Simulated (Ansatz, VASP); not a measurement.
## RbMg3Zn: VASP beside Ansatz

Contents of INCAR:

```
PREC = Accurate
ENCUT = 600
EDIFF = 1E-6
ISMEAR = 0
SIGMA = 0.1
LREAL = False
LASPH = True
NELM = 100
ALGO = Normal
ISIF = 3
LWAVE = False
LCHARG = False
GGA = PE
IBRION = 2
NSW = 90
EDIFFG = -0.04
```

The input KPOINTS:

```
regular mesh
0
Gamma
  4 4 4
```

Contents of POSCAR:

```
RbMg3Zn
1.0
    4.6580531600      0.0000000000      0.0000000000
    0.0000000000      4.6580531600      0.0000000000
    0.0000000000      0.0000000000      4.6580531600
Rb Mg Zn
1 3 1
Direct
    0.5000000000      0.5000000000      0.5000000000
    0.0000000000      0.5000000000      0.0000000000
    0.0000000000      0.0000000000      0.5000000000
    0.5000000000      0.0000000000      0.0000000000
    0.0000000000      0.0000000000      0.0000000000
```

Input for Ansatz:

```yaml
crystal:
  lattice:
    - [4.65805316, 0.0, 0.0]
    - [0.0, 4.65805316, 0.0]
    - [0.0, 0.0, 4.65805316]
  atoms:
    - { symbol: Rb, position: [0.5, 0.5, 0.5] }
    - { symbol: Mg, position: [0.0, 0.5, 0.0] }
    - { symbol: Mg, position: [0.0, 0.0, 0.5] }
    - { symbol: Mg, position: [0.5, 0.0, 0.0] }
    - { symbol: Zn, position: [0.0, 0.0, 0.0] }
basis:
  ecutwfc: 420
kpoints:
  mp_grid: { grid: [4, 4, 4] }
hamiltonian:
  xc: pbe
scf:
  occupations: { method: gaussian, width: 0.1 }
  lower_state_search: "off"
output:
  forces: true
  stress: true
  eigenvalues: true
relax:
  adjacent_minimum: "off"
  f_tol: 0.04
  max_steps: 70
  cell: { stress_tol: 0.4 }
```

Change from the starting cell: species swapped into the KPdF3 type (Pm-3m, No. 221).

Alike in both runs: task relaxation of cell and atoms; functional PBE; k mesh 4 × 4 × 4; occupations gaussian, width 0.1 eV; no spin polarisation.

```csv
,VASP,Ansatz
version,VASP 6.6.1,Ansatz 0.2.0
potentials or method,"VASP PAW PBE potentials, release 64 (Rb_sv, Mg, Zn), cutoff 600 eV","scalar-relativistic, plane waves, PAW"
valence electrons in the cell,27,51
```

```tsv
	VASP	Ansatz	Ansatz less VASP
gap on the k mesh at the Fermi level, each at its own relaxed structure (eV)	none	none	-
relaxed volume (Å³/atom)	30.04	29.84	-0.195
relaxed cell length with the largest relative difference (Å)	5.316	5.304	-0.0116
```

A gap of «none» marks a metal or a gap that the smearing closes. VASP's potentials hold 27 valence electrons a cell and Ansatz's 51, so a difference there can come from the potentials and not from the codes.

Noted on VASP's run: the volume moved by over 15 % at a fixed basis, so the end points are rough.
